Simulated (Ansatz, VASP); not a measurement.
# Sc4Ta: VASP beside Ansatz

```xyz
5
Lattice="4.7452 0.0000 0.0000 -2.3726 4.1094 0.0000 0.0000 0.0000 5.6933" Properties=species:S:1:pos:R:3 pbc="T T T"
Sc    2.3726    0.0000    0.0000
Sc   -1.1863    2.0547    0.0000
Sc    1.1863    2.0547    0.0000
Sc    0.0000    0.0000    0.0000
Ta    0.0000    0.0000    2.8467
```

Alike in both runs: task single point; functional PBE; k mesh 6 × 6 × 4; occupations gaussian, width 0.1 eV; no spin polarisation.

|  | VASP | Ansatz |
| --- | --- | --- |
| version | VASP 6.6.1 | Ansatz 0.2.0 |
| potentials or method | VASP PAW PBE potentials, release 64 (Sc_sv, Ta_pv), cutoff 520 eV | scalar-relativistic, plane waves, PAW |
| valence electrons in the cell | 55 | 57 |

VASP gave:

- gap on the k mesh at the Fermi level (eV): none
- pressure (GPa): 20.5
- traceless stress, the component that is largest in VASP (GPa): -36.16

Question: Which values does Ansatz return?

Answer: gap on the k mesh at the Fermi level (eV): none; pressure (GPa): 19.8; traceless stress, the component that is largest in VASP (GPa): -35.22.

A gap of «none» marks a metal or a gap that the smearing closes. VASP's potentials hold 55 valence electrons a cell and Ansatz's 57, so a difference there can come from the potentials and not from the codes.

Spin-orbit coupling is off throughout.
